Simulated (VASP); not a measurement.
# NaH (P6_3/mmc) in VASP: single point with r2SCANh

Aim: the single point of NaH with r2SCANh.

Everything below comes from runs of VASP 6.6.1. Logs are shortened: lines on timing, memory, paths and dates and some standing lists are left out, and cuts for length are marked.

**1. The cell of the first run**

Symmetry: P6_3/mmc, No. 194, hexagonal system. The conventional cell has a = 3.953 Å, b = 3.953 Å, c = 4.828 Å, α = 90.00°, β = 90.00°, γ = 120.00°. Na (site symmetry -6m2) has 5 H at 2.28 to 2.41 Å within 3.0 Å. H (site symmetry -6m2) has 5 Na at 2.28 to 2.41 Å within 3.0 Å.

**2. Single point, r2SCANh**

POSCAR reads:

```
NaH
1.0
    3.9533072841      0.0000000000      0.0000000000
   -1.9766536420      3.4236645370      0.0000000000
    0.0000000000      0.0000000000      4.8283237770
Na H
2 2
Direct
    0.3333333333      0.6666666667      0.2500000000
    0.6666666667      0.3333333333      0.7500000000
    0.6666666667      0.3333333333      0.2500000000
    0.3333333333      0.6666666667      0.7500000000
```

INCAR.step1 reads:

```
  ALGO = Normal
  EDIFF = 1E-5
  ENCUT = 520
  GGA = PE
  ISIF = 2
  ISMEAR = 0
  LASPH = True
  LREAL = False
  LWAVE = True
  NBANDS = 16
  NELM = 60
  PREC = Accurate
  SIGMA = 0.01
```

INCAR.step2 reads:

```
  AEXX = 0.1
  ALGO = Normal
  EDIFF = 1E-6
  ENCUT = 520
  ISIF = 2
  ISMEAR = 0
  ISTART = 1
  LASPH = True
  LCHARG = True
  LELF = True
  LHFCALC = True
  LMIXTAU = True
  LREAL = False
  LVHAR = True
  LWAVE = False
  METAGGA = R2SCAN
  NBANDS = 16
  NELM = 60
  PREC = Accurate
  PRECFOCK = Normal
  SIGMA = 0.01
```

KPOINTS reads:

```
k-points
0
Gamma
  6 6 4
```

Potentials or basis: VASP PAW PBE potentials, release 64 (Na_pv, H).

Launch:

```bash
> cat potpaw_PBE.64/Na_pv/POTCAR potpaw_PBE.64/H/POTCAR > POTCAR
> cp INCAR.step1 INCAR
> mpirun -np 1 vasp_std > vasp.out
> cp INCAR.step2 INCAR
> mpirun -np 1 vasp_std > vasp.out
```

OUTCAR:

```text
AEXX = 0.1
   EDIFF = 1E-6
   ENCUT = 520
   ISIF = 2
   ISMEAR = 0
   ISTART = 1
   LASPH = True
   LHFCALC = True
   LREAL = False
   METAGGA = R2SCAN
   NELM = 60
   PREC = Accurate
   PRECFOCK = Normal

 ion  position               nearest neighbor table
   1  0.333  0.667  0.250-
   2  0.667  0.333  0.750-
   3  0.667  0.333  0.250-
   4  0.333  0.667  0.750-

  LATTYP: Found a hexagonal cell.
 ALAT       =     3.9533072841
 C/A-ratio  =     1.2213378394

  Lattice vectors:

 A1 = (   3.9533072841,   0.0000000000,   0.0000000000)
 A2 = (  -1.9766536420,   3.4236645370,   0.0000000000)
 A3 = (   0.0000000000,   0.0000000000,   4.8283237770)

Analysis of symmetry for initial positions (statically):
=====================================================================
 Subroutine PRICEL returns:
 Original cell was already a primitive cell.

 Routine SETGRP: Setting up the symmetry group for a
 hexagonal supercell.

 Subroutine GETGRP returns: Found 24 space group operations
 (whereof 12 operations were pure point group operations)
 out of a pool of 24 trial point group operations.

The static configuration has the point symmetry D_3d.
 The point group associated with its full space group is D_6h.

Analysis of symmetry for dynamics (positions and initial velocities):
=====================================================================
 Subroutine PRICEL returns:
 Original cell was already a primitive cell.

 Routine SETGRP: Setting up the symmetry group for a
 hexagonal supercell.

 Subroutine GETGRP returns: Found 24 space group operations
 (whereof 12 operations were pure point group operations)
 out of a pool of 24 trial point group operations.

The dynamic configuration has the point symmetry D_3d.
 The point group associated with its full space group is D_6h.

 Subroutine INISYM returns: Found 24 space group operations
 (whereof 12 operations are pure point group operations),
 and found     1 'primitive' translations

----------------------------------------------------------------------------------------

                                     Primitive cell
[... 95 lines left out ...]
   IBRION =     -1    ionic relax: 0-MD 1-quasi-New 2-CG
   NFREE  =      0    steps in history (QN), initial steepest desc. (CG)
   ISIF   =      2    stress and relaxation
   ISYM   =      3    0-nonsym 1-usesym 2-fastsym
   POTIM  = 0.5000    time-step for ionic-motion
   TEBEG  =    0.0;   TEEND  =   0.0 temperature during run
   PSTRESS=    0.0 pullay stress
   NELECT =      16.0000    total number of electrons
   NUPDOWN=      -1.0000    fix difference up-down
   EMIN   =  10.00;   EMAX   =-10.00  energy-range for DOS
   EFERMI =   0.00;   METHOD = LEGACY
   ISMEAR =     0;   SIGMA  =   0.01  broadening in eV -4-tet -1-fermi 0-gaus
   EFERMI_NEDOS =   21; number of points for ismear=-14 and -15
   IALGO  =     38    algorithm
   IMIX   =      1    mixing-type and parameters
     AMIX     =   0.40;   BMIX     =  1.00
     AMIX_MAG =   1.60;   BMIX_MAG =  1.00
  volume/ion in A,a.u.               =      16.34       110.25
  Fermi-wavevector in a.u.,A,eV,Ry     =   1.024154  1.935371 14.271045  1.048892
  Thomas-Fermi vector in A             =   2.157926
   LORBIT       =      0    0 simple, 1 ext, 2 COOP (PROOUT), +10 PAW based schemes
   METAGGA = R2SCAN    functional components
   LHFCALC =     T    Hartree Fock is set to
   PRECFOCK=normal    Normal, Fast or Accurate (Low or Medium for compatibility)
   ENCUT4O =  -1.0   cutoff for four orbital integrals eV
   NKREDX  =     1    reduce k-point grid by
   NKREDY  =     1    reduce k-point grid by
   NKREDZ  =     1    reduce k-point grid by
   AEXX    =    0.1000 exact exchange contribution
   HFSCREEN=    0.0000 screening length (either q_TF or 0.3 A-1)
   HFSCREENC=   0.0000 screening length for correlation (either q_TF or 0.3 A-1)
   ENCUTFOCK=  -1.0 apply spherical cutoff to Coloumb kernel
   IVDW    =     0    specifies the selected vdW correction
   LEPSILON=     F    determine dielectric tensor
   LRPA    =     F    only Hartree local field effects (RPA)
 non-spin polarized calculation
 Gauss-broadening in eV      SIGMA  =   0.01
  energy-cutoff  :      520.00
  volume of cell :       65.35
 maximum number of plane-waves:      1794
 NGX is ok and might be reduce to    30
  NGX = 24; NGY = 24; NGZ = 28

 number of electron      16.0000018 magnetization

 Free energy of the ion-electron system (eV)
  ---------------------------------------------------
  ext. energy  EPLUGINS =         0.00000000
  ---------------------------------------------------
  free energy    TOTEN  =       -15.35434170 eV

  energy without entropy =      -15.35434170  energy(sigma->0) =      -15.35434170

 E-fermi :  -2.0796     XC(G=0):  -6.8253

 val. band max:       -2.1485041217   @ k =   0.1667   0.0000   0.0000
 cond. band min:       2.1183255189   @ k =   0.3333   0.3333   0.0000
 fundamental gap:      4.2668296406
 Fermi energy:        -2.0795747297

 k-point     1 :       0.0000    0.0000    0.0000
  band No.  band energies     occupation
      1     -26.0857      2.00000
      2     -26.0494      2.00000
      3     -26.0491      2.00000
      4     -26.0235      2.00000
      5     -26.0232      2.00000
      6     -26.0062      2.00000
[... 376 lines left out ...]
      3     -26.0467      2.00000
      4     -26.0467      2.00000
      5     -26.0127      2.00000
      6     -26.0127      2.00000
[... 8 lines left out ...]
     15      13.7966      0.00000
     16      13.7966      0.00000

------------------------ aborting loop because EDIFF is reached ----------------------------------------

  FORCE on cell =-STRESS in cart. coord.  units (eV):
  Direction    XX          YY          ZZ          XY          YZ          ZX
  --------------------------------------------------------------------------------------
  -------------------------------------------------------------------------------------
  Total       -0.0620027     -0.0620027     -0.1232337     -0.0000000      0.0000000      0.0000000
  in kB       -1.5201019     -1.5201019     -3.0212871     -0.0000000      0.0000000      0.0000000
  external PRESSURE =      -2.0204970 kB  Pullay stress =       0.0000000 kB

 VOLUME and BASIS-vectors are now :
 -----------------------------------------------------------------------------
  energy-cutoff  :      520.00
  volume of cell :       65.35
      direct lattice vectors                 reciprocal lattice vectors
     3.953307284  0.000000000  0.000000000     0.252952763  0.146042346  0.000000000
    -1.976653642  3.423664537  0.000000000     0.000000000  0.292084691  0.000000000
     0.000000000  0.000000000  4.828323777     0.000000000  0.000000000  0.207111214

 POSITION                                       TOTAL-FORCE (eV/Angst)
 -----------------------------------------------------------------------------------
     -0.00000      2.28244      1.20708        -0.000000      0.000000      0.000000
      1.97665      1.14122      3.62124         0.000000     -0.000000     -0.000000
      1.97665      1.14122      1.20708         0.000000      0.000000     -0.000000
     -0.00000      2.28244      3.62124        -0.000000      0.000000      0.000000
 -----------------------------------------------------------------------------------
    total drift:                                0.000000      0.000000     -0.000000

  FREE ENERGIE OF THE ION-ELECTRON SYSTEM (eV)
  ---------------------------------------------------
  free  energy   TOTEN  =       -15.3543416995 eV

  energy  without entropy=      -15.3543416995  energy(sigma->0) =      -15.35434170
```

OUTCAR.step1:

```text
EDIFF = 1E-5
   ENCUT = 520
   GGA = PE
   ISIF = 2
[... 626 lines left out ...]
     -0.00000      2.28244      1.20708         0.000000     -0.000000     -0.000000
      1.97665      1.14122      3.62124        -0.000000      0.000000     -0.000000
      1.97665      1.14122      1.20708         0.000000      0.000000      0.000000
     -0.00000      2.28244      3.62124         0.000000     -0.000000      0.000000
 -----------------------------------------------------------------------------------
    total drift:                               -0.000000      0.000000      0.000000

  FREE ENERGIE OF THE ION-ELECTRON SYSTEM (eV)
  ---------------------------------------------------
  free  energy   TOTEN  =       -10.0730148240 eV

  energy  without entropy=      -10.0730148240  energy(sigma->0) =      -10.07301482
```

Run time: 51 min. Hardware: 1 thread of AMD EPYC 7R13 (Zen 3), shared host; peak memory 0.18 GiB.

What came out:

| Quantity | Value |
| --- | --- |
| Free energy | -15.3543 eV |
| Pressure | -0.2 GPa |
| Band gap on the k mesh | 4.27 eV (least direct gap 5.20 eV) |

Stress tensor (GPa, compression positive):
```
-0.15  0.00  0.00
 0.00 -0.15  0.00
 0.00  0.00 -0.30
```

Caveat: the PAW data sets were made with another functional, which shifts forces and pressure a little.
